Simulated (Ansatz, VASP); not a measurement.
Si2Mo: VASP beside Ansatz

```
CELL_PARAMETERS angstrom
-1.60842 1.60842 3.93651
1.60842 -1.60842 3.93651
1.60842 1.60842 -3.93651
ATOMIC_POSITIONS crystal
Si 0.33510 0.33510 0.00000
Si 0.66490 0.66490 0.00000
Mo 0.00000 0.00000 0.00000
```

Alike in both runs: task relaxation of cell and atoms; functional PBEsol; k mesh 18 × 18 × 18; occupations gaussian, width 0.1 eV; no spin polarisation.

```csv
,VASP,Ansatz
version,VASP 6.6.1,Ansatz 0.2.0
potentials or method,"VASP PAW PBE potentials, release 64 (Si, Mo_sv), cutoff 600 eV","scalar-relativistic, plane waves, PAW"
valence electrons in the cell,22,22
```

Ansatz gave:

| Quantity | Value |
| --- | --- |
| gap on the k mesh at the Fermi level, each at its own relaxed structure (eV) | none |
| relaxed volume (Å³/atom) | 13.27 |
| relaxed cell length with the largest relative difference (Å) | 4.514 |

**Question.** Estimate VASP's values.

**Answer.** gap on the k mesh at the Fermi level, each at its own relaxed structure (eV): none; relaxed volume (Å³/atom): 13.29; relaxed cell length with the largest relative difference (Å): 4.517.

VASP's potentials were made for PBE, not for PBEsol. A gap of «none» marks a metal or a gap that the smearing closes.
